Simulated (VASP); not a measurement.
# F (P6/mmm) in VASP: relaxation of cell and atoms with PBE

Aim: the relaxation of cell and atoms of F with PBE.

All numbers are computed with VASP 6.6.1; they aren't measurements. Logs are shortened: lines on timing, memory, paths and dates and some standing lists are left out, and cuts for length are marked.

**1. The cell of the first run**

It takes space group P6/mmm (No. 191, hexagonal). The conventional cell has a = 3.550 Å, b = 3.550 Å, c = 2.201 Å, α = 90.00°, β = 90.00°, γ = 120.00°. F (site symmetry 6/mmm) has 14 F at 2.20 to 2.33 Å within 2.9 Å. Within 2.7 Å of F (site symmetry -6m2) lie 11 F at 2.05 to 2.33 Å.

**2. Relaxation of cell and atoms, PBE, target pressure 23 GPa, at which the enthalpy is minimised**

The input, INCAR:

```
ALGO = Normal ; EDIFF = 1E-7
EDIFFG = -0.005 ; ENCUT = 1350
GGA = PE ; GGA_COMPAT = False
IBRION = 2 ; ISIF = 3
ISMEAR = -1 ; LASPH = True
LCHARG = False ; LREAL = False
LWAVE = False ; NELM = 120
NELMIN = 4 ; NSW = 60
PREC = Accurate ; PSTRESS = 230.0
SIGMA = 0.08
```

The input, KPOINTS:

```
k-points
0
Gamma
  9 9 13
```

The input, POSCAR:

```
F
1.0
    3.5499625660      0.0000000000      0.0000000000
   -1.7749812830      3.0743577647      0.0000000000
    0.0000000000      0.0000000000      2.2009767909
F
3
Direct
    0.0000000000      0.0000000000      0.0000000000
    0.3333333333      0.6666666667      0.5000000000
    0.6666666667      0.3333333333      0.5000000000
```

Potentials or basis: VASP PAW PBE potentials, release 64 (F_h).

Command:

```bash
$ cat potpaw_PBE.64/F_h/POTCAR > POTCAR
$ mpirun -np 1 vasp_std > vasp.out
```

OUTCAR:

```text
EDIFF = 1E-7
   EDIFFG = -0.005
   ENCUT = 1350
   GGA = PE
   IBRION = 2
   ISIF = 3
   ISMEAR = -1
   LASPH = True
   LREAL = False
   NELM = 120
   NELMIN = 4
   NSW = 60
   PREC = Accurate
   PSTRESS = 230.0

 ion  position               nearest neighbor table
   1  0.000  0.000  0.000-
   2  0.333  0.667  0.500-
   3  0.667  0.333  0.500-

  LATTYP: Found a hexagonal cell.
 ALAT       =     3.5499625660
 C/A-ratio  =     0.6200000000

  Lattice vectors:

 A1 = (   3.5499625660,   0.0000000000,   0.0000000000)
 A2 = (  -1.7749812830,   3.0743577647,   0.0000000000)
 A3 = (   0.0000000000,   0.0000000000,   2.2009767909)

Analysis of symmetry for initial positions (statically):
=====================================================================
 Subroutine PRICEL returns:
 Original cell was already a primitive cell.

 Routine SETGRP: Setting up the symmetry group for a
 hexagonal supercell.

 Subroutine GETGRP returns: Found 24 space group operations
 (whereof 24 operations were pure point group operations)
 out of a pool of 24 trial point group operations.

The static configuration has the point symmetry D_6h.

Analysis of symmetry for dynamics (positions and initial velocities):
=====================================================================
 Subroutine PRICEL returns:
 Original cell was already a primitive cell.

 Routine SETGRP: Setting up the symmetry group for a
 hexagonal supercell.

 Subroutine GETGRP returns: Found 24 space group operations
 (whereof 24 operations were pure point group operations)
 out of a pool of 24 trial point group operations.

The dynamic configuration has the point symmetry D_6h.

 Subroutine INISYM returns: Found 24 space group operations
 (whereof 24 operations are pure point group operations),
 and found     1 'primitive' translations

----------------------------------------------------------------------------------------

                                     Primitive cell

  volume of cell :      24.0211

  direct lattice vectors                    reciprocal lattice vectors
     3.549962566  0.000000000  0.000000000     0.281693111  0.162635594  0.000000000
    -1.774981283  3.074357765  0.000000000     0.000000000  0.325271187  0.000000000
     0.000000000  0.000000000  2.200976791     0.000000000  0.000000000  0.454343728

  length of vectors
     3.549962566  3.549962566  2.200976791     0.325271187  0.325271187  0.454343728

  position of ions in fractional coordinates (direct lattice)
     0.000000000  0.000000000  0.000000000
     0.333333333  0.666666667  0.500000000
     0.666666667  0.333333333  0.500000000

  ion indices of the primitive-cell ions
   primitive index   ion index
                 1           1
                 2           2
                 3           3

----------------------------------------------------------------------------------------

 KPOINTS: k-points

Automatic generation of k-mesh.
 Grid dimensions read from file:
 generate k-points for:    9    9   13

 Generating k-lattice:

  Cartesian coordinates                     Fractional coordinates (reciprocal lattice)
     0.031299235  0.018070622  0.000000000     0.111111111  0.000000000  0.000000000
     0.000000000  0.036141243  0.000000000     0.000000000  0.111111111  0.000000000
     0.000000000  0.000000000  0.034949518     0.000000000  0.000000000  0.076923077

  Length of vectors
     0.036141243  0.036141243  0.034949518

  Shift w.r.t. Gamma in fractional coordinates (k-lattice)
     0.000000000  0.000000000  0.000000000

 Subroutine IBZKPT returns following result:
 ===========================================

 Found     84 irreducible k-points:

 Following reciprocal coordinates:
            Coordinates               Weight
  0.000000  0.000000  0.000000      1.000000
  0.111111 -0.000000  0.000000      6.000000
  0.222222  0.000000  0.000000      6.000000
  0.333333  0.000000  0.000000      6.000000
  0.444444  0.000000  0.000000      6.000000
  0.111111  0.111111  0.000000      6.000000
[... 16 lines left out ...]
  0.333333  0.222222  0.076923     24.000000
  0.333333  0.333333  0.076923      4.000000
 [... further k-points ...]
   k-points           NKPTS =     84   k-points in BZ     NKDIM =     84   number of bands    NBANDS=     14
   number of dos      NEDOS =    301   number of ions     NIONS =      3
   total plane-waves  NPLWV =  64512
   dimension x,y,z NGX =    48 NGY =   48 NGZ =   28
   dimension x,y,z NGXF=    96 NGYF=   96 NGZF=   56
   ions per type =               3
   NGX,Y,Z   is equivalent  to a cutoff of  22.48, 22.48, 21.15 a.u.
   NGXF,Y,Z  is equivalent  to a cutoff of  44.96, 44.96, 42.30 a.u.
 SYSTEM =  unknown system
   PREC   = accura    normal or accurate (medium, high low for compatibility)
   ISTART =      0    job   : 0-new  1-cont  2-samecut
   ICHARG =      2    charge: 1-file 2-atom 10-const
   ISPIN  =      1    spin polarized calculation?
   LNONCOLLINEAR =      F non collinear calculations
   LSORBIT =      F    spin-orbit coupling
   LASPH  =      T    aspherical Exc in radial PAW
   ENCUT  = 1350.0 eV  99.22 Ry    9.96 a.u.  10.64 10.64  6.59*2*pi/ulx,y,z
   NELM   =    120;   NELMIN=  4; NELMDL= -5     # of ELM steps
   EDIFF  = 0.1E-06   stopping-criterion for ELM
   LREAL  =      F    real-space projection
   EDIFFG = -.5E-02   stopping-criterion for IOM
   NSW    =     60    number of steps for IOM
   IBRION =      2    ionic relax: 0-MD 1-quasi-New 2-CG
   NFREE  =      1    steps in history (QN), initial steepest desc. (CG)
   ISIF   =      3    stress and relaxation
   ISYM   =      2    0-nonsym 1-usesym 2-fastsym
   POTIM  = 0.5000    time-step for ionic-motion
   TEBEG  =    0.0;   TEEND  =   0.0 temperature during run
   PSTRESS=  230.0 pullay stress
   NELECT =      21.0000    total number of electrons
   NUPDOWN=      -1.0000    fix difference up-down
   EMIN   =  10.00;   EMAX   =-10.00  energy-range for DOS
   EFERMI =   0.00;   METHOD = LEGACY
   ISMEAR =    -1;   SIGMA  =   0.08  broadening in eV -4-tet -1-fermi 0-gaus
   EFERMI_NEDOS =   21; number of points for ismear=-14 and -15
   IALGO  =     38    algorithm
   IMIX   =      4    mixing-type and parameters
     AMIX     =   0.40;   BMIX     =  1.00
     AMIX_MAG =   1.60;   BMIX_MAG =  1.00
  volume/ion in A,a.u.               =       8.01        54.03
  Fermi-wavevector in a.u.,A,eV,Ry     =   1.565369  2.958118 33.339443  2.450380
  Thomas-Fermi vector in A             =   2.667855
   LORBIT       =      0    0 simple, 1 ext, 2 COOP (PROOUT), +10 PAW based schemes
   GGA     = PE    functional components
   LHFCALC =     F    Hartree Fock is set to
   AEXX    =    0.0000 exact exchange contribution
   IVDW    =     0    specifies the selected vdW correction
   LEPSILON=     F    determine dielectric tensor
   LRPA    =     F    only Hartree local field effects (RPA)
 conjugate gradient relaxation of ions
 non-spin polarized calculation
  energy-cutoff  :     1350.00
  volume of cell :       24.02
 maximum number of plane-waves:      2749
 NGX is ok and might be reduce to    48
   NGX = 21   NGY = 21   NGZ = 13

--------------------------------------- Ionic step        1  -------------------------------------------

 number of electron      21.0000005 magnetization

 Free energy of the ion-electron system (eV)
  ---------------------------------------------------
  ext. energy  EPLUGINS =         0.00000000
  ---------------------------------------------------
  free energy    TOTEN  =        -2.10958299 eV

  energy without entropy =       -1.98848183  energy(sigma->0) =       -2.04903241

------------------------ aborting loop because EDIFF is reached ----------------------------------------

  FORCE on cell =-STRESS in cart. coord.  units (eV):
  Direction    XX          YY          ZZ          XY          YZ          ZX
  --------------------------------------------------------------------------------------
  -------------------------------------------------------------------------------------
  Total        3.6415706      3.6415706      3.2120195      0.0000000     -0.0000000      0.0000000
  in kB      242.8877881    242.8877881    214.2373164      0.0000000     -0.0000000      0.0000000
  external PRESSURE =       3.3376309 kB  Pullay stress =     230.0000000 kB
[... 100 lines left out ...]
  energy  without entropy=       -2.0336674114  energy(sigma->0) =       -2.09460949

  enthalpy is  TOTEN    =         1.3253148629 eV   P V=        3.4808664382

[... ionic steps 4 to 12 ...]

--------------------------------------- Ionic step       13  -------------------------------------------

 number of electron      20.9999994 magnetization

------------------------ aborting loop because EDIFF is reached ----------------------------------------
[... 34 lines left out ...]
--------------------------------------- Ionic step       14  -------------------------------------------

 number of electron      20.9999998 magnetization

 E-fermi :   0.2037     XC(G=0): -11.2963

 val. band max:        0.1976416887   @ k =   0.2222   0.2222   0.3846
 cond. band min:       0.2401502384   @ k =   0.2222   0.1111   0.3846
 fundamental gap:      0.0425085497
 Fermi energy:         0.2036608084

 k-point     1 :       0.0000    0.0000    0.0000
  band No.  band energies     occupation
      1     -24.7763      2.00000
      2     -23.4338      2.00000
      3     -23.1709      2.00000
      4      -4.7554      2.00000
      5      -4.7554      2.00000
      6      -4.5145      2.00000
      7      -4.5145      2.00000
      8      -1.5091      2.00000
      9      -1.5091      2.00000
     10       4.4076      0.00000
     11       4.5347      0.00000
     12       4.9151      0.00000
     13      13.4973      0.00000
     14      21.2001      0.00000
[... 377 lines left out ...]
      1     -23.7469      2.00000
      2     -23.7469      2.00000
      3     -23.3714      2.00000
      4      -4.8672      2.00000
      5      -4.6873      2.00000
      6      -4.6873      2.00000
      7      -2.1150      2.00000
      8      -1.9581      2.00000
      9      -1.9581      2.00000
     10       3.7597      0.00000
     11       3.7597      0.00000
     12       4.1810      0.00000
     13      17.9962      0.00000
     14      17.9971      0.00000

 [... further k-points ...]

------------------------ aborting loop because EDIFF is reached ----------------------------------------

  FORCE on cell =-STRESS in cart. coord.  units (eV):
  Direction    XX          YY          ZZ          XY          YZ          ZX
  --------------------------------------------------------------------------------------
  -------------------------------------------------------------------------------------
  Total        4.4031389      4.4031389      6.7893927      0.0000000     -0.0000000      0.0000000
  in kB      289.2775251    289.2775253    446.0496886      0.0000000     -0.0000000      0.0000000
  external PRESSURE =     111.5349130 kB  Pullay stress =     230.0000000 kB
[... 26 lines left out ...]
--------------------------------------- Ionic step       15  -------------------------------------------

 number of electron      20.9999993 magnetization

 Free energy of the ion-electron system (eV)
  ---------------------------------------------------
  ext. energy  EPLUGINS =         0.00000000
  ---------------------------------------------------
  free energy    TOTEN  =        -3.89240843 eV

  energy without entropy =       -3.82779078  energy(sigma->0) =       -3.86009960

 E-fermi :  -0.4810     XC(G=0): -10.9787

 val. band max:       -0.4914414406   @ k =   0.2222   0.2222   0.3846
 cond. band min:      -0.4532660022   @ k =   0.2222   0.1111   0.3846
 fundamental gap:      0.0381754383
 Fermi energy:        -0.4810417282

 k-point     1 :       0.0000    0.0000    0.0000
  band No.  band energies     occupation
      1     -24.9280      2.00000
      2     -23.7430      2.00000
      3     -23.5046      2.00000
      4      -5.0401      2.00000
      5      -5.0401      2.00000
      6      -4.8187      2.00000
      7      -4.8187      2.00000
      8      -2.0712      2.00000
      9      -2.0712      2.00000
     10       3.3618      0.00000
     11       3.4775      0.00000
     12       3.8212      0.00000
     13      12.5155      0.00000
     14      20.0897      0.00000
[... 377 lines left out ...]
      1     -24.0057      2.00000
      2     -24.0057      2.00000
      3     -23.6643      2.00000
      4      -5.1543      2.00000
      5      -4.9880      2.00000
      6      -4.9880      2.00000
      7      -2.6214      2.00000
      8      -2.4813      2.00000
      9      -2.4813      2.00000
     10       2.7508      0.00000
     11       2.7508      0.00000
     12       3.1317      0.00000
     13      16.9327      0.00000
     14      16.9332      0.00000

 [... further k-points ...]

------------------------ aborting loop because EDIFF is reached ----------------------------------------

  FORCE on cell =-STRESS in cart. coord.  units (eV):
  Direction    XX          YY          ZZ          XY          YZ          ZX
  --------------------------------------------------------------------------------------
  -------------------------------------------------------------------------------------
  Total        3.6934847      3.6934847      3.6991460      0.0000000     -0.0000000      0.0000000
  in kB      229.5947726    229.5947727    229.9466953      0.0000000     -0.0000000      0.0000000
  external PRESSURE =      -0.2879198 kB  Pullay stress =     230.0000000 kB
[... 22 lines left out ...]
  energy  without entropy=       -3.8277907810  energy(sigma->0) =       -3.86009960

  enthalpy is  TOTEN    =        -0.1924048866 eV   P V=        3.7000035421

 reached required accuracy - stopping structural energy minimisation
```

Wall time 16 min (1 thread of Intel Xeon Platinum 8488C (Sapphire Rapids), shared host); peak memory 0.28 GiB.

Results:

```yaml
Free_energy: -3.8924 eV
Relaxed_volume: 8.59 Å³/atom
Relaxed_cell: a = 4.211 Å, b = 4.211 Å, c = 1.679 Å, α = 90.00°, β = 90.00°, γ = 120.00°
Space_group_after_relaxing_to_0.1_Å: P6/mmm (No. 191)
Energy_change_on_relaxing_the_run_minimises_the_enthalpy: -594.3 meV/atom
Ionic_steps: 15
Pressure_after_relaxing: 23.0 GPa
Band_gap_on_the_k_mesh: zero (an odd number of electrons rules out a gap without spin polarisation)
```

The path:
| step | energy change (eV) | largest force (eV/Å) | pressure (GPa) | volume (Å³) |
| --- | --- | --- | --- | --- |
| 1 | 0.0000 | 0.0000 | 23.33 | 24.02 |
| 2 | -0.0107 | 0.0000 | 22.87 | 24.08 |
| 3 | -0.0460 | 0.0000 | 21.57 | 24.25 |
| 4 | -0.1395 | 0.0000 | 19.20 | 24.57 |
| 5 | -0.4564 | 0.0000 | 14.86 | 25.13 |
| 6 | -1.4139 | 0.0000 | 11.11 | 25.89 |
| 7 | 1.3497 | 0.0000 | 89.48 | 25.78 |
| 8 | -1.7250 | 0.0000 | 14.78 | 26.05 |
| 9 | -1.8203 | 0.0000 | 24.28 | 26.13 |
| 10 | -1.8292 | 0.0000 | 20.70 | 26.11 |
| 11 | -1.8302 | 0.0000 | 22.09 | 26.12 |
| 12 | -1.5613 | 0.0000 | 23.58 | 24.67 |
| 13 | -1.7999 | 0.0000 | 22.13 | 25.90 |
| 14 | -1.5368 | 0.0000 | 34.15 | 24.39 |
| 15 | -1.7828 | 0.0000 | 22.97 | 25.77 |

Final structure:
```cif
data_structure
_symmetry_space_group_name_H-M 'P 1'
_symmetry_Int_Tables_number 1
_cell_length_a 4.2108
_cell_length_b 4.2108
_cell_length_c 1.6785
_cell_angle_alpha 90.000
_cell_angle_beta 90.000
_cell_angle_gamma 120.000
_cell_volume 25.77
loop_
_atom_site_label
_atom_site_type_symbol
_atom_site_fract_x
_atom_site_fract_y
_atom_site_fract_z
_atom_site_occupancy
F1 F 0.00000 0.00000 0.00000 1
F2 F 0.33333 0.66667 0.50000 1
F3 F 0.66667 0.33333 0.50000 1
```

Levels at points of the mesh, in eV from the Fermi level:
```csv
k point,band 8,band 9,band 10,band 11,band 12,band 13
"(0.00, 0.00, 0.00)",-1.59,-1.59,3.84,3.96,4.30,13.00
```

Caveat: the cell is relaxed towards a set pressure, so the run minimises the enthalpy, not the energy; a cell axis changed by over 15 % at a fixed basis, so the end point is rough; an odd number of electrons without spin polarisation forces a metal; a magnetic or distorted state may lie lower.

The gap in the log of VASP goes by the Fermi energy; the results here count the filled bands.